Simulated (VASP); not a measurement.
Input of a VASP 6.6.1 run:

POSCAR

```
Mg5Cd3O8
1.0
    8.8436660000      0.0000000000      0.0000000000
    0.0000000000      8.8436660000      0.0000000000
    0.0000000000      0.0000000000      8.8436660000
O Mg Cd
32 20 12
Direct
    0.2360610000      0.9855560000      0.0117290000
    0.2639000000      0.9984910000      0.4901650000
    0.2366500000      0.5148140000      0.9846750000
    0.2636830000      0.5007580000      0.5118350000
    0.7612400000      0.9879750000      0.0001210000
    0.7387630000      0.0094100000      0.5017620000
    0.7629170000      0.5150350000      0.9852200000
    0.7373990000      0.4874890000      0.5141630000
    0.0002210000      0.2496910000      0.0021970000
    0.0023080000      0.2495580000      0.5016360000
    0.0022710000      0.7502910000      0.0108710000
    0.0177240000      0.7484100000      0.4827730000
    0.4985460000      0.2508660000      0.9834770000
    0.4977570000      0.2500090000      0.5103230000
    0.4964940000      0.7498530000      0.0025190000
    0.4896160000      0.7499600000      0.5005390000
    0.9979760000      0.9988820000      0.2386910000
    0.9859660000      0.0139660000      0.7646380000
    0.0001110000      0.4958190000      0.2333200000
    0.9965390000      0.4873970000      0.7609400000
    0.5040880000      0.9889200000      0.2623230000
    0.5125450000      0.0003190000      0.7377750000
    0.5018510000      0.5142660000      0.2661340000
    0.5026290000      0.4996540000      0.7393130000
    0.2376400000      0.2345140000      0.2651400000
    0.2494500000      0.2612380000      0.7361540000
    0.2521740000      0.7614520000      0.2497100000
    0.2625260000      0.7399400000      0.7481050000
    0.7630220000      0.2344750000      0.2651450000
    0.7487270000      0.2494970000      0.7387010000
    0.7518180000      0.7632500000      0.2391880000
    0.7379780000      0.7516820000      0.7601590000
    0.9978010000      0.9973510000      0.0031780000
    0.0000490000      0.5028660000      0.9966760000
    0.5007960000      0.9990450000      0.5006820000
    0.4989580000      0.5004450000      0.5058970000
    0.2529280000      0.2493020000      0.5020910000
    0.2481600000      0.7500830000      0.0023170000
    0.2570700000      0.7496500000      0.4973860000
    0.7477080000      0.2473240000      0.5038530000
    0.7530650000      0.7522370000      0.9999020000
    0.2475940000      0.9960350000      0.2524860000
    0.2531000000      0.5002140000      0.7475270000
    0.7526110000      0.9975980000      0.2506350000
    0.7478930000      0.0022740000      0.7503840000
    0.7478720000      0.4974080000      0.7499220000
    0.0002480000      0.2437070000      0.2501500000
    0.9973460000      0.2517390000      0.7493670000
    0.0032750000      0.7557530000      0.2436050000
    0.5026170000      0.2522310000      0.7414420000
    0.4980420000      0.7544760000      0.2528370000
    0.5003350000      0.7484030000      0.7465020000
    0.0006040000      0.0005300000      0.4992690000
    0.0017820000      0.4978390000      0.5005610000
    0.5007370000      0.9970720000      0.9999620000
    0.5001010000      0.5036060000      0.9967530000
    0.2464070000      0.2503110000      0.9988090000
    0.7528960000      0.2493910000      0.9986390000
    0.7474060000      0.7499780000      0.4995170000
    0.2511600000      0.0005170000      0.7495720000
    0.2494810000      0.5013610000      0.2505500000
    0.7519840000      0.5007160000      0.2497220000
    0.0004780000      0.7488290000      0.7531070000
    0.5003300000      0.2469780000      0.2557910000
```

The input INCAR.step1:

```
SYSTEM = Mg5Cd3O8
PREC     = Accurate       ! precision mode
ENCUT    = 520            ! plane-wave cutoff, eV
EDIFF    = 1E-5           ! SCF threshold, eV
ISMEAR   = -1             ! smearing method
SIGMA    = 0.05           ! smearing width, eV
LREAL    = Auto         
LASPH    = .TRUE.         ! aspherical terms in the spheres
NELM     = 100            ! most SCF steps
ALGO     = Normal         ! electronic algorithm
ISIF     = 2              ! what is computed and relaxed
LWAVE    = .TRUE.         ! write WAVECAR
LCHARG   = .FALSE.        ! write CHGCAR
GGA      = PE             ! functional
NBANDS   = 226            ! bands
LUSENCCL = .FALSE.
```

The input INCAR.step2:

```
SYSTEM = Mg5Cd3O8
PREC     = Accurate       ! precision mode
ENCUT    = 520            ! plane-wave cutoff, eV
EDIFF    = 1E-6           ! SCF threshold, eV
ISMEAR   = -1             ! smearing method
SIGMA    = 0.05           ! smearing width, eV
LREAL    = Auto         
LASPH    = .TRUE.         ! aspherical terms in the spheres
NELM     = 100            ! most SCF steps
ALGO     = Normal         ! electronic algorithm
ISIF     = 2              ! what is computed and relaxed
LWAVE    = .FALSE.        ! write WAVECAR
LCHARG   = .FALSE.        ! write CHGCAR
GGA      = PE             ! functional
LHFCALC  = .TRUE.         ! exact exchange
HFSCREEN = 0.2079         ! screening, 1/A
PRECFOCK = Fast         
ISTART   = 1            
NBANDS   = 226            ! bands
LUSENCCL = .FALSE.
```

Contents of KPOINTS:

```
Automatic mesh
0
G
  1 1 1
  0 0 0
```

Potentials or basis: VASP PAW PBE potentials, release 64 (O, Mg, Cd).

Command:

```bash
$ cat potpaw_PBE.64/O/POTCAR potpaw_PBE.64/Mg/POTCAR potpaw_PBE.64/Cd/POTCAR > POTCAR
$ cp INCAR.step1 INCAR
$ mpirun -np 1 vasp_gam > vasp.out
$ cp INCAR.step2 INCAR
$ mpirun -np 1 vasp_gam > vasp.out
```

(1) Predict the largest force.

(2) Predict the pressure.

(3) Predict the band gap on the k mesh.

Results:

(1) 0.164 eV/Å.

(2) 0.1 GPa.

(3) 3.05 eV.

Caveat: the k points lie up to 0.71 Å⁻¹ apart; the PAW data sets were made with another functional, which shifts forces and pressure a little.
